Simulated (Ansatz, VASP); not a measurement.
One calculation of AgSn2SeI3, two programs

```
Ag Sn Se I
1.0
     7.38453    0.00000    0.00000
    -3.69227    6.39519    0.00000
     0.00000    0.00000    6.00419
Ag Sn Se I
1 2 1 3
Direct
  0.00000 0.00000 0.00000
  0.33333 0.66667 0.50000
  0.66667 0.33333 0.50000
  0.00000 0.00000 0.50000
  0.50000 0.00000 0.50000
  0.00000 0.50000 0.50000
  0.50000 0.50000 0.50000
```

Alike in both runs: task relaxation of cell and atoms; functional PBE; k mesh 2 × 2 × 2; occupations gaussian, width 0.15 eV; no spin polarisation.

```csv
,VASP,Ansatz
version,VASP 6.6.1,Ansatz 0.2.0
potentials or method,"VASP PAW PBE potentials, release 64 (Ag, Sn_d, Se, I), cutoff 600 eV","scalar-relativistic, plane waves, PAW"
valence electrons in the cell,66,114
```

|  | VASP | Ansatz | Ansatz less VASP |
| --- | --- | --- | --- |
| gap on the k mesh at the Fermi level, each at its own relaxed structure (eV) | none | none | - |
| relaxed volume (Å³/atom) | 63.89 | 65.33 | +1.446 |
| relaxed cell length with the largest relative difference (Å) | 10.405 | 10.547 | +0.1421 |

A gap of «none» marks a metal or a gap that the smearing closes. VASP's potentials hold 66 valence electrons a cell and Ansatz's 114, so a difference there can come from the potentials and not from the codes.

The k mesh is coarse, so the values compare programs but aren't converged. Neither program's run includes spin-orbit coupling. Noted on VASP's run: the volume moved by over 15 % at a fixed basis, so the end points are rough.
